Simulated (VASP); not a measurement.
# C (P-1) in VASP: notebook, part 2 of 2

VASP 6.6.1.

### Step 3. Single point, PBE+D3(BJ)

This run uses another cell than the first one, of 9.20 Å³/atom, 1.041 times its volume.

INCAR reads:

```
SYSTEM = C
ALGO = Normal
EDIFF = 1E-7
ENCUT = 520
GGA = PE
ISIF = 2
ISMEAR = 0
IVDW = 12
LASPH = .TRUE.
LCHARG = .FALSE.
LREAL = .FALSE.
LWAVE = .FALSE.
NBANDS = 31
NELM = 80
PREC = Accurate
SIGMA = 0.05
```

KPOINTS reads:

```
k-points
0
G
  7 11 3
  0 0 0
```

POSCAR reads:

```
C
1.0
    0.0000000000      1.4231463890     -3.3609366400
   -2.4649618524      0.0000000000      0.0000000000
   -0.8216539508      9.8559818253      2.9567491528
C
10
Direct
    0.4328145610      1.1224173340      0.8327479979
    0.7565449252      0.3786558897      0.0640323308
    0.9256123341      0.8145962508      0.2562112476
    0.0946797431      0.2505366119      0.4483901644
    0.2637471520      0.6864769730      0.6405690811
    0.8125224838      0.8572844713      0.1281465860
   -0.0184101073      0.2932248324      0.3203255027
    0.1506573017      0.7291651935      0.5125044195
    0.3197247106      0.1651055546      0.7046833363
    0.4887921196      0.6010459156      0.8968622531
```

Potentials or basis: VASP PAW PBE potentials, release 64 (C).

Launch:

```sh
$ cat potpaw_PBE.64/C/POTCAR > POTCAR
$ mpirun -np 1 vasp_std > vasp.out
```

OUTCAR:

```text
SYSTEM = C
   EDIFF = 1E-7
   ENCUT = 520
   GGA = PE
   ISIF = 2
   ISMEAR = 0
   IVDW = 12
   LASPH = .TRUE.
   LREAL = .FALSE.
   NELM = 80
   PREC = Accurate
 IVDW          = 12

 ion  position               nearest neighbor table
   1  0.433  0.122  0.833-  10 1.42  10 1.42   9 1.42
   2  0.757  0.379  0.064-   6 1.42   6 1.42
   3  0.926  0.815  0.256-   7 1.42   7 1.42   6 1.42
   4  0.095  0.251  0.448-   8 1.42   8 1.42   7 1.42
   5  0.264  0.686  0.641-   9 1.42   9 1.42   8 1.42
   6  0.813  0.857  0.128-   2 1.42   2 1.42   3 1.42
   7  0.982  0.293  0.320-   3 1.42   3 1.42   4 1.42
   8  0.151  0.729  0.513-   4 1.42   4 1.42   5 1.42
   9  0.320  0.165  0.705-   5 1.42   5 1.42   1 1.42
  10  0.489  0.601  0.897-   1 1.42   1 1.42

  LATTYP: Found a triclinic cell.
 ALAT       =     3.6498274949
 B/A-ratio  =     1.2066964996
 C/A-ratio  =     2.8550189027
 COS(alpha) =     0.0008360017
 COS(beta)  =     0.1075151453
 COS(gamma) =     0.8287087932

  Lattice vectors:

 A1 = (   0.0000000000,   1.4231463890,  -3.3609366400)
 A2 = (  -2.4649618524,   1.4231463890,  -3.3609366400)
 A3 = (   1.6433079016,   9.8559818253,   2.9567491528)

Analysis of symmetry for initial positions (statically):
=====================================================================
 Subroutine PRICEL returns:
 Original cell was already a primitive cell.

 Routine SETGRP: Setting up the symmetry group for a
 triclinic supercell.

 Subroutine GETGRP returns: Found  2 space group operations
 (whereof  1 operations were pure point group operations)
 out of a pool of  2 trial point group operations.

The static configuration has the point symmetry C_1 .
 The point group associated with its full space group is S_2 .

Analysis of symmetry for dynamics (positions and initial velocities):
=====================================================================
 Subroutine PRICEL returns:
 Original cell was already a primitive cell.

 Routine SETGRP: Setting up the symmetry group for a
 triclinic supercell.

 Subroutine GETGRP returns: Found  2 space group operations
 (whereof  1 operations were pure point group operations)
 out of a pool of  2 trial point group operations.

The dynamic configuration has the point symmetry C_1 .
 The point group associated with its full space group is S_2 .

 Subroutine INISYM returns: Found  2 space group operations
 (whereof  1 operations are pure point group operations),
 and found     1 'primitive' translations

----------------------------------------------------------------------------------------

                                     Primitive cell

  volume of cell :      92.0250

  direct lattice vectors                    reciprocal lattice vectors
     0.000000000  1.423146389 -3.360936640     0.000000000  0.079198884 -0.264000334
    -2.464961852  0.000000000  0.000000000    -0.405685791 -0.030008456 -0.012706704
    -0.821653951  9.855981825  2.956749153     0.000000000  0.090025368  0.038120111
[... 58 lines left out ...]
  0.142857  0.000000  0.000000      2.000000
  0.285714  0.000000  0.000000      2.000000
  0.428571  0.000000  0.000000      2.000000
  0.000000  0.090909  0.000000      2.000000
  0.142857  0.090909  0.000000      2.000000
[... 16 lines left out ...]
 -0.428571  0.272727 -0.000000      2.000000
 -0.285714  0.272727 -0.000000      2.000000
 [... further k-points ...]
   k-points           NKPTS =    116   k-points in BZ     NKDIM =    116   number of bands    NBANDS=     31
   number of dos      NEDOS =    301   number of ions     NIONS =     10
   total plane-waves  NPLWV =  40320
   dimension x,y,z NGX =    28 NGY =   18 NGZ =   80
   dimension x,y,z NGXF=    56 NGYF=   36 NGZF=  160
   ions per type =              10
   NGX,Y,Z   is equivalent  to a cutoff of  12.75, 12.14, 12.88 a.u.
   NGXF,Y,Z  is equivalent  to a cutoff of  25.51, 24.28, 25.77 a.u.
 SYSTEM =  C
   PREC   = accura    normal or accurate (medium, high low for compatibility)
   ISTART =      0    job   : 0-new  1-cont  2-samecut
   ICHARG =      2    charge: 1-file 2-atom 10-const
   ISPIN  =      1    spin polarized calculation?
   LNONCOLLINEAR =      F non collinear calculations
   LSORBIT =      F    spin-orbit coupling
   LASPH  =      T    aspherical Exc in radial PAW
   ENCUT  =  520.0 eV  38.22 Ry    6.18 a.u.   6.79  4.58 19.19*2*pi/ulx,y,z
   NELM   =     80;   NELMIN=  2; NELMDL= -5     # of ELM steps
   EDIFF  = 0.1E-06   stopping-criterion for ELM
   LREAL  =      F    real-space projection
   EDIFFG = 0.1E-05   stopping-criterion for IOM
   NSW    =      0    number of steps for IOM
   IBRION =     -1    ionic relax: 0-MD 1-quasi-New 2-CG
   NFREE  =      0    steps in history (QN), initial steepest desc. (CG)
   ISIF   =      2    stress and relaxation
   ISYM   =      2    0-nonsym 1-usesym 2-fastsym
   POTIM  = 0.5000    time-step for ionic-motion
   TEBEG  =    0.0;   TEEND  =   0.0 temperature during run
   PSTRESS=    0.0 pullay stress
   NELECT =      40.0000    total number of electrons
   NUPDOWN=      -1.0000    fix difference up-down
   EMIN   =  10.00;   EMAX   =-10.00  energy-range for DOS
   EFERMI =   0.00;   METHOD = LEGACY
   ISMEAR =     0;   SIGMA  =   0.05  broadening in eV -4-tet -1-fermi 0-gaus
   EFERMI_NEDOS =   21; number of points for ismear=-14 and -15
   IALGO  =     38    algorithm
   IMIX   =      4    mixing-type and parameters
     AMIX     =   0.40;   BMIX     =  1.00
     AMIX_MAG =   1.60;   BMIX_MAG =  1.00
  volume/ion in A,a.u.               =       9.20        62.10
  Fermi-wavevector in a.u.,A,eV,Ry     =   1.240108  2.343465 20.923973  1.537869
  Thomas-Fermi vector in A             =   2.374563
   LORBIT       =      0    0 simple, 1 ext, 2 COOP (PROOUT), +10 PAW based schemes
   GGA     = PE    functional components
   LHFCALC =     F    Hartree Fock is set to
   AEXX    =    0.0000 exact exchange contribution
   IVDW    =    12    specifies the selected vdW correction
   LEPSILON=     F    determine dielectric tensor
   LRPA    =     F    only Hartree local field effects (RPA)
 non-spin polarized calculation
 Gauss-broadening in eV      SIGMA  =   0.05
  energy-cutoff  :      520.00
  volume of cell :       92.02
 maximum number of plane-waves:      2510
   NGX = 13   NGY =  9   NGZ = 39

 number of electron      40.0000000 magnetization

 Free energy of the ion-electron system (eV)
  ---------------------------------------------------
  ext. energy  EPLUGINS =         0.00000000
  ---------------------------------------------------
  free energy    TOTEN  =       -88.75466042 eV

  energy without entropy =      -88.75374156  energy(sigma->0) =      -88.75420099

 E-fermi :   4.4979     XC(G=0): -10.2143

 val. band max:        4.4720217197   @ k =  -0.0000  -0.4545   0.3333
 cond. band min:       4.4996866719   @ k =   0.2857   0.3636   0.3333
 fundamental gap:      0.0276649522
 Fermi energy:         4.4979423974

 k-point     1 :       0.0000    0.0000    0.0000
  band No.  band energies     occupation
      1     -15.2155      2.00000
      2     -14.5014      2.00000
      3     -13.6830      2.00000
      4     -11.8419      2.00000
      5     -10.8031      2.00000
      6      -7.3682      2.00000
[... 805 lines left out ...]
     30      13.2770      0.00000
     31      14.5485      0.00000

 [... further k-points ...]

------------------------ aborting loop because EDIFF is reached ----------------------------------------

 Edisp (eV)   -1.55209

 E8    (eV) :    -0.4407

  FORCE on cell =-STRESS in cart. coord.  units (eV):
  Direction    XX          YY          ZZ          XY          YZ          ZX
  --------------------------------------------------------------------------------------
  -------------------------------------------------------------------------------------
  Total      -1.96753    -9.11329    -0.49936    -4.84681     1.54263     0.52694
  in kB     -34.25512  -158.66462    -8.69400   -84.38412    26.85751     9.17418
  external pressure =      -67.20 kB  Pullay stress =        0.00 kB

 VOLUME and BASIS-vectors are now :
 -----------------------------------------------------------------------------
  energy-cutoff  :      520.00
  volume of cell :       92.02
      direct lattice vectors                 reciprocal lattice vectors
     0.000000000  1.423146389 -3.360936640     0.000000000  0.079198884 -0.264000334
    -2.464961852  0.000000000  0.000000000    -0.405685791 -0.030008456 -0.012706704
    -0.821653951  9.855981825  2.956749153     0.000000000  0.090025368  0.038120111

 POSITION                                       TOTAL-FORCE (eV/Angst)
 -----------------------------------------------------------------------------------
     -0.98598      8.82351      1.00756        -0.228049      2.421724     -0.191334
     -0.98598      1.70778     -2.35337        -2.064590     -2.041697      0.971463
     -2.21847      3.84250     -2.35337        -0.216619      0.622442     -0.181820
     -0.98598      4.55407      1.00756        -0.013613      0.229007      0.032482
     -2.21847      6.68879      1.00756        -0.009168      0.332464      0.013293
     -2.21847      2.41935     -2.35194         0.228049     -2.421724      0.191334
     -0.98598      4.55407     -2.35194         0.009168     -0.332464     -0.013293
     -2.21847      5.26564      1.00900         0.013613     -0.229007     -0.032482
     -0.98598      7.40036      1.00900         0.216619     -0.622442      0.181820
     -2.21847      9.53508      1.00900         2.064590      2.041697     -0.971463
 -----------------------------------------------------------------------------------
    total drift:                                0.000019      0.000015      0.000009

  FREE ENERGIE OF THE ION-ELECTRON SYSTEM (eV)
  ---------------------------------------------------
  free  energy   TOTEN  =       -90.3067503149 eV

  energy  without entropy=      -90.3058314592  energy(sigma->0) =      -90.30629089
```

Wall time 4.8 min (1 thread of Intel Xeon Platinum 8375C at 2.90GHz (Ice Lake), shared host); peak memory 0.34 GiB.

Results:

```
Free energy                : -90.3068 eV
Pressure                   : -6.7 GPa
Largest force              : 3.062 eV/Å
Band gap on the k mesh     : 0.03 eV, indirect (least direct gap 0.11 eV)
Dispersion energy per atom : -0.155 eV
```

Forces on the atoms (eV/Å):
```
C   -0.228  2.422 -0.191
C   -2.065 -2.042  0.971
C   -0.217  0.622 -0.182
C   -0.014  0.229  0.032
C   -0.009  0.332  0.013
C    0.228 -2.422  0.191
C    0.009 -0.332 -0.013
C    0.014 -0.229 -0.032
C    0.217 -0.622  0.182
C    2.065  2.042 -0.971
```

Stress tensor (GPa, compression positive):
```
 -3.43  -8.44   0.92
 -8.44 -15.87   2.69
  0.92   2.69  -0.87
```

Levels at points of the mesh, in eV from the valence-band top:
| k point | band 17 | band 18 | band 19 | band 20 | band 21 | band 22 | band 23 | band 24 |
| --- | --- | --- | --- | --- | --- | --- | --- | --- |
| (0.00, 0.00, 0.00) | -4.28 | -3.48 | -3.35 | -2.58 | 2.08 | 2.37 | 3.56 | 4.40 |

Caveat: forces of over 1 eV/Å act on the atoms, so gaps and moduli don't describe the material at rest. A k mesh can miss the band edges.

### Step 4. Single point, PBE+D3(BJ)

This run uses another cell than the first one, of 9.20 Å³/atom, 1.041 times its volume.

INCAR reads:

```
PREC = Accurate ; ENCUT = 520
EDIFF = 1E-6 ; ISMEAR = 0
SIGMA = 0.05 ; LREAL = False
LASPH = True ; NELM = 60
ALGO = Normal ; ISIF = 2
LWAVE = False ; LCHARG = False
GGA = PE ; IVDW = 12
NBANDS = 31
```

KPOINTS reads:

```
Automatic mesh
0
Gamma
  7 11 3
```

POSCAR reads:

```
C
1.0
    0.0000000000      1.4231463890     -3.3609366400
   -2.4649618524      0.0000000000      0.0000000000
    0.8216539508     10.8047460847      0.7161247261
C
10
Direct
   -0.1223507710      1.6775826660      0.8327479979
    0.7138567046      0.4213441103      0.0640323308
    0.7548048357      0.9854037492      0.2562112476
   -0.2042470332      0.5494633881      0.4483901644
   -0.1632989021      1.1135230270      0.6405690811
    0.7270914265      0.9427155287      0.1281465860
   -0.2319604424      0.5067751676      0.3203255027
   -0.1910123113      1.0708348065      0.5125044195
   -0.1500641802      0.6348944454      0.7046833363
   -0.1091160491      1.1989540844      0.8968622531
```

Launch:

```sh
$ cat potpaw_PBE.64/C/POTCAR > POTCAR
$ mpirun -np 1 vasp_std > vasp.out
```

It took 4.3 min on 1 thread of Intel Xeon Platinum 8375C at 2.90GHz (Ice Lake), shared host; peak memory 0.34 GiB.

Results (log left out):

```yaml
Free_energy: -91.4941 eV
Pressure: -4.4 GPa
Largest_force: 5.333 eV/Å
Band_gap_on_the_k_mesh: 0.24 eV, indirect (least direct gap 0.26 eV)
Dispersion_energy_per_atom: -0.152 eV
```

Forces on the atoms (eV/Å):
```
C    0.313  0.929 -0.256
C    3.381 -2.333 -3.401
C    0.339  0.330  0.518
C    0.033  0.111 -0.053
C    0.026  0.147  0.027
C   -0.313 -0.929  0.256
C   -0.026 -0.147 -0.027
C   -0.033 -0.111  0.053
C   -0.339 -0.330 -0.518
C   -3.381  2.333  3.401
```

Stress tensor (GPa, compression positive):
```
-2.23 11.19  4.31
11.19 -7.44 -3.73
 4.31 -3.73 -3.54
```

Levels at points of the mesh, in eV from the valence-band top:
```csv
k point,band 17,band 18,band 19,band 20,band 21,band 22,band 23,band 24
"(0.00, 0.00, 0.00)",-3.80,-3.32,-3.19,-1.95,2.34,2.64,4.48,5.66
```

Caveat: forces of over 1 eV/Å act on the atoms, so gaps and moduli don't describe the material at rest.

### Step 5. Single point, PBE+D3(BJ)

This run uses another cell than the first one, of 9.74 Å³/atom, 1.102 times its volume.

INCAR reads:

```
ALGO = Normal
EDIFF = 1E-6
ENCUT = 520
GGA = PE
ISIF = 2
ISMEAR = 0
IVDW = 12
LASPH = T
LCHARG = F
LREAL = F
LWAVE = F
NBANDS = 31
NELM = 80
PREC = Accurate
SIGMA = 0.05
```

KPOINTS reads:

```
k-points
0
Gamma
  7 11 3
```

POSCAR reads:

```
C
1.0
    0.0000000000      1.4231463890     -3.3609366400
   -2.4649618524      0.0000000000      0.0000000000
    0.4108269754     11.1200638677      1.5102337620
C
10
Direct
    0.0536743174      1.5311011835      0.7866071009
    0.7273917677      0.4100807380      0.0604844277
    0.8089624051      0.9403358493      0.2420150960
   -0.1094669574      0.4705909607      0.4235457643
   -0.0278963200      1.0008460721      0.6050764326
    0.7541788697      0.9201743734      0.1210462406
   -0.1642504928      0.4504294848      0.3025769089
   -0.0826798554      0.9806845962      0.4841075772
   -0.0011092180      0.5109397076      0.6656382454
    0.0804614195      1.0411948190      0.8471689137
```

Launch:

```sh
$ cat potpaw_PBE.64/C/POTCAR > POTCAR
$ mpirun -np 1 vasp_std > vasp.out
```

Wall time 5.1 min (1 thread of Oxide Virtual Turin-like, shared host); peak memory 0.32 GiB.

Results (log left out):

```yaml
Free_energy: -88.1553 eV
Pressure: -2.8 GPa
Largest_force: 1.999 eV/Å
Band_gap_on_the_k_mesh: 0.07 eV, indirect (least direct gap 0.09 eV)
Dispersion_energy_per_atom: -0.149 eV
```

Forces in eV/Å, atoms in the order of the input:
```
C    0.174  1.980  0.208
C    1.126  0.474 -1.562
C    0.138  0.666  0.502
C    0.022  0.143 -0.055
C    0.021  0.159  0.026
C   -0.174 -1.980 -0.208
C   -0.021 -0.159 -0.026
C   -0.022 -0.143  0.055
C   -0.138 -0.666 -0.502
C   -1.126 -0.474  1.562
```

Stress tensor (GPa, compression positive):
```
-3.39  3.88  2.76
 3.88 -1.60 -1.96
 2.76 -1.96 -3.36
```

Levels at points of the mesh, in eV from the valence-band top:
```tsv
k point	band 16	band 17	band 18	band 19	band 20	band 21	band 22	band 23	band 24	band 25
(0.00, 0.00, 0.00)	-3.79	-3.60	-3.05	-2.79	-1.11	1.19	2.29	4.89	4.91	6.10
```

Caveat: forces of over 1 eV/Å act on the atoms, so gaps and moduli don't describe the material at rest.

### Step 6. Summary

| cell | gap on the mesh (eV) | pressure (GPa) | largest force (eV/Å) |
| --- | --- | --- | --- |
| a = 3.650, b = 2.465, c = 10.484 Å, angles 94.5, 70.2, 90.0°, 10 atoms | 0.41 | 7.1 | 5.97 |
| a = 3.650, b = 2.465, c = 10.323 Å, angles 85.4, 83.8, 90.0°, 10 atoms | 0.03 | -6.7 | 3.06 |
| a = 3.650, b = 2.465, c = 10.860 Å, angles 94.3, 70.9, 90.0°, 10 atoms | 0.24 | -4.4 | 5.33 |
| a = 3.650, b = 2.465, c = 11.230 Å, angles 92.1, 74.8, 90.0°, 10 atoms | 0.07 | -2.8 | 2.00 |

Alike in all rows: task single point; level PBE+D3(BJ); potentials or basis VASP PAW PBE potentials, release 64 (C); no spin polarisation; k mesh 7 × 11 × 3; cutoff (eV) 520; smearing gaussian 0.05 eV.

Caveats: forces of over 1 eV/Å act on the atoms, so gaps and moduli don't describe the material at rest.

Total energies depend on the potentials used, so only differences within one code and one set of settings carry meaning.
